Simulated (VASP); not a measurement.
# C (P2_1/m) in VASP: further runs

C is run at these levels: PBEsol; tasks: single point.

All numbers are computed with VASP 6.6.1; they aren't measurements. Logs are shortened: lines on timing, memory, paths and dates and some standing lists are left out, and cuts for length are marked.

## Step 1: The cell of the first run

It takes space group P2_1/m (No. 11, monoclinic). Conventional cell: a = 2.488 Å, b = 7.246 Å, c = 2.488 Å, α = 90.00°, β = 117.71°, γ = 90.00°. Within 1.9 Å of C (site symmetry m) lie 3 C at 1.42 to 1.47 Å. Within 1.9 Å of C (site symmetry m) lie 3 C at 1.42 to 1.47 Å.

## Step 2: Single point, PBEsol (mode 4 frozen in at -0.284 Å, normal strain along x +0.0467)

The input, INCAR:

```
SYSTEM = C
PREC = Accurate
ENCUT = 520
EDIFF = 1E-6
ISMEAR = 0
SIGMA = 0.15
LREAL = .FALSE.
LASPH = .TRUE.
NELM = 60
ALGO = Normal
ISIF = 2
LWAVE = .FALSE.
LCHARG = .FALSE.
GGA = PS
NBANDS = 16
```

The input, KPOINTS:

```
regular mesh
0
G
  18 18 6
  0 0 0
```

The input, POSCAR:

```
C
1.0
    2.5735558486      0.0000000000      0.0000000000
   -1.2867779243      2.1293252536      0.0000000000
    0.0000000000      0.0000000000      7.2458067263
C
4
Direct
   -0.1154958935      0.0000000000      0.0025000000
    0.1154958935      0.0000000000      0.5025000000
    0.2178266890      0.6666666667      0.0025000000
    0.7821733110      0.3333333333      0.5025000000
```

Potentials or basis: VASP PAW PBE potentials, release 64 (C).

The run is started by

```console
> cat potpaw_PBE.64/C/POTCAR > POTCAR
> mpirun -np 1 vasp_std > vasp.out
```

OUTCAR:

```text
SYSTEM = C
   PREC = Accurate
   ENCUT = 520
   EDIFF = 1E-6
   ISMEAR = 0
   LREAL = .FALSE.
   LASPH = .TRUE.
   NELM = 60
   ISIF = 2
   GGA = PS

 ion  position               nearest neighbor table
   1  0.885  0.000  0.002-   3 1.42   3 1.47   3 1.47
   2  0.115  0.000  0.502-   4 1.42   4 1.47   4 1.47
   3  0.218  0.667  0.002-   1 1.42   1 1.47   1 1.47
   4  0.782  0.333  0.502-   2 1.42   2 1.47   2 1.47

  Warning from LATTYP: Monoclinic adjustment (A1->A3, A2->A1, A3->A2)!
  LATTYP: Found a base centered orthorhombic cell.
 ALAT       =     2.5735558486
 B/A-ratio  =     1.6547729126
 C/A-ratio  =     2.8154845484

  Lattice vectors:

 A1 = (   1.2867779243,  -2.1293252536,   0.0000000000)
 A2 = (   1.2867779243,   2.1293252536,   0.0000000000)
 A3 = (   0.0000000000,   0.0000000000,   7.2458067263)

Analysis of symmetry for initial positions (statically):
=====================================================================
 Subroutine PRICEL returns:
 Original cell was already a primitive cell.

 Routine SETGRP: Setting up the symmetry group for a
 base centered orthorhombic supercell.

 Subroutine GETGRP returns: Found  4 space group operations
 (whereof  1 operations were pure point group operations)
 out of a pool of  8 trial point group operations.

The static configuration has the point symmetry C_1 .
 The point group associated with its full space group is C_2h.

Analysis of symmetry for dynamics (positions and initial velocities):
=====================================================================
 Subroutine PRICEL returns:
 Original cell was already a primitive cell.

 Routine SETGRP: Setting up the symmetry group for a
 base centered orthorhombic supercell.

 Subroutine GETGRP returns: Found  4 space group operations
 (whereof  1 operations were pure point group operations)
 out of a pool of  8 trial point group operations.

The dynamic configuration has the point symmetry C_1 .
 The point group associated with its full space group is C_2h.

 Subroutine INISYM returns: Found  4 space group operations
 (whereof  1 operations are pure point group operations),
 and found     1 'primitive' translations

----------------------------------------------------------------------------------------

                                     Primitive cell

  volume of cell :      39.7066

  direct lattice vectors                    reciprocal lattice vectors
     2.573555849  0.000000000  0.000000000     0.388567437  0.234816170  0.000000000
    -1.286777924  2.129325254  0.000000000     0.000000000  0.469632339  0.000000000
     0.000000000  0.000000000  7.245806726     0.000000000  0.000000000  0.138010858

  length of vectors
     2.573555849  2.487935582  7.245806726     0.454008025  0.469632339  0.138010858

  position of ions in fractional coordinates (direct lattice)
     0.884504107  0.000000000  0.002500000
     0.115495893  0.000000000  0.502500000
     0.217826689  0.666666667  0.002500000
     0.782173311  0.333333333  0.502500000

  ion indices of the primitive-cell ions
   primitive index   ion index
                 1           1
                 2           2
                 3           3
                 4           4

----------------------------------------------------------------------------------------

 KPOINTS: regular mesh

Automatic generation of k-mesh.
 Grid dimensions read from file:
 generate k-points for:   18   18    6

 Generating k-lattice:

  Cartesian coordinates                     Fractional coordinates (reciprocal lattice)
     0.021587080  0.013045343  0.000000000     0.055555556  0.000000000  0.000000000
     0.000000000  0.026090686  0.000000000     0.000000000  0.055555556  0.000000000
     0.000000000  0.000000000  0.023001810     0.000000000  0.000000000  0.166666667

  Length of vectors
     0.025222668  0.026090686  0.023001810

  Shift w.r.t. Gamma in fractional coordinates (k-lattice)
     0.000000000  0.000000000  0.000000000

 Subroutine IBZKPT returns following result:
 ===========================================

 Found    656 irreducible k-points:

 Following reciprocal coordinates:
            Coordinates               Weight
  0.000000  0.000000  0.000000      1.000000
  0.055556 -0.000000  0.000000      2.000000
  0.055556 -0.055556  0.000000      2.000000
  0.111111 -0.000000  0.000000      2.000000
  0.111111 -0.111111  0.000000      2.000000
  0.166667  0.000000  0.000000      2.000000
[... 16 lines left out ...]
  0.111111  0.055556  0.000000      2.000000
  0.111111 -0.166667  0.000000      2.000000
 [... further k-points ...]
   k-points           NKPTS =    656   k-points in BZ     NKDIM =    656   number of bands    NBANDS=     16
   number of dos      NEDOS =    301   number of ions     NIONS =      4
   total plane-waves  NPLWV =  21600
   dimension x,y,z NGX =    20 NGY =   20 NGZ =   54
   dimension x,y,z NGXF=    40 NGYF=   40 NGZF=  108
   ions per type =               4
   NGX,Y,Z   is equivalent  to a cutoff of  12.92, 13.36, 12.39 a.u.
   NGXF,Y,Z  is equivalent  to a cutoff of  25.84, 26.73, 24.78 a.u.
 SYSTEM =  C
   PREC   = accura    normal or accurate (medium, high low for compatibility)
   ISTART =      0    job   : 0-new  1-cont  2-samecut
   ICHARG =      2    charge: 1-file 2-atom 10-const
   ISPIN  =      1    spin polarized calculation?
   LNONCOLLINEAR =      F non collinear calculations
   LSORBIT =      F    spin-orbit coupling
   LASPH  =      T    aspherical Exc in radial PAW
   ENCUT  =  520.0 eV  38.22 Ry    6.18 a.u.   4.79  4.63 13.47*2*pi/ulx,y,z
   NELM   =     60;   NELMIN=  2; NELMDL= -5     # of ELM steps
   EDIFF  = 0.1E-05   stopping-criterion for ELM
   LREAL  =      F    real-space projection
   EDIFFG = 0.1E-04   stopping-criterion for IOM
   NSW    =      0    number of steps for IOM
   IBRION =     -1    ionic relax: 0-MD 1-quasi-New 2-CG
   NFREE  =      0    steps in history (QN), initial steepest desc. (CG)
   ISIF   =      2    stress and relaxation
   ISYM   =      2    0-nonsym 1-usesym 2-fastsym
   POTIM  = 0.5000    time-step for ionic-motion
   TEBEG  =    0.0;   TEEND  =   0.0 temperature during run
   PSTRESS=    0.0 pullay stress
   NELECT =      16.0000    total number of electrons
   NUPDOWN=      -1.0000    fix difference up-down
   EMIN   =  10.00;   EMAX   =-10.00  energy-range for DOS
   EFERMI =   0.00;   METHOD = LEGACY
   ISMEAR =     0;   SIGMA  =   0.15  broadening in eV -4-tet -1-fermi 0-gaus
   EFERMI_NEDOS =   21; number of points for ismear=-14 and -15
   IALGO  =     38    algorithm
   IMIX   =      4    mixing-type and parameters
     AMIX     =   0.40;   BMIX     =  1.00
     AMIX_MAG =   1.60;   BMIX_MAG =  1.00
  volume/ion in A,a.u.               =       9.93        66.99
  Fermi-wavevector in a.u.,A,eV,Ry     =   1.209189  2.285035 19.893582  1.462137
  Thomas-Fermi vector in A             =   2.344774
   LORBIT       =      0    0 simple, 1 ext, 2 COOP (PROOUT), +10 PAW based schemes
   GGA     = PS    functional components
   LHFCALC =     F    Hartree Fock is set to
   AEXX    =    0.0000 exact exchange contribution
   IVDW    =     0    specifies the selected vdW correction
   LEPSILON=     F    determine dielectric tensor
   LRPA    =     F    only Hartree local field effects (RPA)
 non-spin polarized calculation
 Gauss-broadening in eV      SIGMA  =   0.15
  energy-cutoff  :      520.00
  volume of cell :       39.71
 maximum number of plane-waves:      1096
   NGX =  9   NGY =  9   NGZ = 27

 number of electron      16.0000001 magnetization

 Free energy of the ion-electron system (eV)
  ---------------------------------------------------
  ext. energy  EPLUGINS =         0.00000000
  ---------------------------------------------------
  free energy    TOTEN  =       -38.35190879 eV

  energy without entropy =      -38.35163670  energy(sigma->0) =      -38.35177275

 E-fermi :   3.6492     XC(G=0):  -9.8886

 val. band max:        3.4981272179   @ k =   0.3333   0.3333   0.1667
 cond. band min:       3.8127186686   @ k =   0.3333   0.3333   0.1667
 fundamental gap:      0.3145914507
 Fermi energy:         3.6491858214

 k-point     1 :       0.0000    0.0000    0.0000
  band No.  band energies     occupation
      1     -15.4717      2.00000
      2     -15.2999      2.00000
      3      -4.2894      2.00000
      4      -2.9115      2.00000
      5       0.5518      2.00000
      6       0.5530      2.00000
[... 8 lines left out ...]
     15      14.3375      0.00000
     16      14.3779      0.00000

 k-point     2 :       0.0556   -0.0000    0.0000
  band No.  band energies     occupation
      1     -15.4025      2.00000
      2     -15.2314      2.00000
      3      -4.2064      2.00000
      4      -2.8326      2.00000
      5       0.2642      2.00000
      6       0.2756      2.00000
[... 8 lines left out ...]
     15      14.0998      0.00000
     16      14.1443      0.00000

 k-point     3 :       0.0556   -0.0556    0.0000
  band No.  band energies     occupation
      1     -15.4025      2.00000
      2     -15.2315      2.00000
      3      -4.2062      2.00000
      4      -2.8328      2.00000
      5       0.2627      2.00000
      6       0.2762      2.00000
[... 8 lines left out ...]
     15      14.0743      0.00000
     16      14.1690      0.00000

 k-point     4 :       0.1111   -0.0000    0.0000
  band No.  band energies     occupation
      1     -15.1952      2.00000
      2     -15.0265      2.00000
      3      -3.9582      2.00000
      4      -2.5973      2.00000
      5      -0.5668      2.00000
      6      -0.5438      2.00000
[... 8 lines left out ...]
     15      13.4209      0.00000
     16      13.5043      0.00000
[... 324 lines left out ...]
 k-point    22 :       0.0556   -0.1111    0.0000
  band No.  band energies     occupation
      1     -15.2543      2.00000
      2     -15.0849      2.00000
      3      -4.0276      2.00000
      4      -2.6636      2.00000
      5      -0.2404      2.00000
      6      -0.2177      2.00000
[... 8 lines left out ...]
     15      13.6011      0.00000
     16      13.7694      0.00000

 k-point    23 :       0.1111    0.0556    0.0000
  band No.  band energies     occupation
      1     -14.9736      2.00000
      2     -14.8073      2.00000
      3      -3.6924      2.00000
      4      -2.3451      2.00000
      5      -1.2517      2.00000
      6      -1.2269      2.00000
[... 8 lines left out ...]
     15      12.8767      0.00000
     16      13.1491      0.00000

 k-point    24 :       0.1111   -0.1667    0.0000
  band No.  band energies     occupation
      1     -14.9735      2.00000
      2     -14.8073      2.00000
      3      -3.6913      2.00000
      4      -2.3465      2.00000
      5      -1.2565      2.00000
      6      -1.2230      2.00000
[... 8 lines left out ...]
     15      12.8240      0.00000
     16      13.1747      0.00000

 [... further k-points ...]

------------------------ aborting loop because EDIFF is reached ----------------------------------------

  FORCE on cell =-STRESS in cart. coord.  units (eV):
  Direction    XX          YY          ZZ          XY          YZ          ZX
  --------------------------------------------------------------------------------------
  -------------------------------------------------------------------------------------
  Total       -9.8498771     -1.3597483      0.0668443     -0.0352594      0.0000000      0.0000000
  in kB     -397.4468395    -54.8664384      2.6971947     -1.4227326      0.0000000      0.0000000
  external PRESSURE =    -149.8720278 kB  Pullay stress =       0.0000000 kB

 VOLUME and BASIS-vectors are now :
 -----------------------------------------------------------------------------
  energy-cutoff  :      520.00
  volume of cell :       39.71
      direct lattice vectors                 reciprocal lattice vectors
     2.573555849  0.000000000  0.000000000     0.388567437  0.234816170  0.000000000
    -1.286777924  2.129325254  0.000000000     0.000000000  0.469632339  0.000000000
     0.000000000  0.000000000  7.245806726     0.000000000  0.000000000  0.138010858

 POSITION                                       TOTAL-FORCE (eV/Angst)
 -----------------------------------------------------------------------------------
      2.27632      0.00000      0.01811        -0.000961     -0.377922      0.000000
      0.29724      0.00000      3.64102         0.000961      0.377922      0.000000
     -0.29726      1.41955      0.01811         0.014199      0.367549      0.000000
      1.58404      0.70978      3.64102        -0.014199     -0.367549      0.000000
 -----------------------------------------------------------------------------------
    total drift:                                0.000000      0.000000     -0.000008

  FREE ENERGIE OF THE ION-ELECTRON SYSTEM (eV)
  ---------------------------------------------------
  free  energy   TOTEN  =       -38.3519087929 eV

  energy  without entropy=      -38.3516367045  energy(sigma->0) =      -38.35177275
```

Run time: 4.8 min. Hardware: 1 thread of Intel Xeon Platinum 8488C (Sapphire Rapids), shared host; peak memory 0.38 GiB.

Results:

```yaml
Free_energy: -38.3519 eV
Pressure: -15.0 GPa
Largest_force: 0.378 eV/Å
Band_gap_on_the_k_mesh: 0.31 eV, direct
```

Forces on the atoms (eV/Å):
```
C   -0.001 -0.378  0.000
C    0.001  0.378  0.000
C    0.014  0.368  0.000
C   -0.014 -0.368  0.000
```

Caveat: the cell differs from its parent crystal (mode 4 frozen in at -0.284 Å, normal strain along x +0.0467); the PAW data sets were made with another functional, which shifts forces and pressure a little; this functional lacks dispersion, which binds the layers, so the pressure and a relaxed spacing across them are unreliable. A k mesh can miss the band edges.

[end of part 1 of 2]
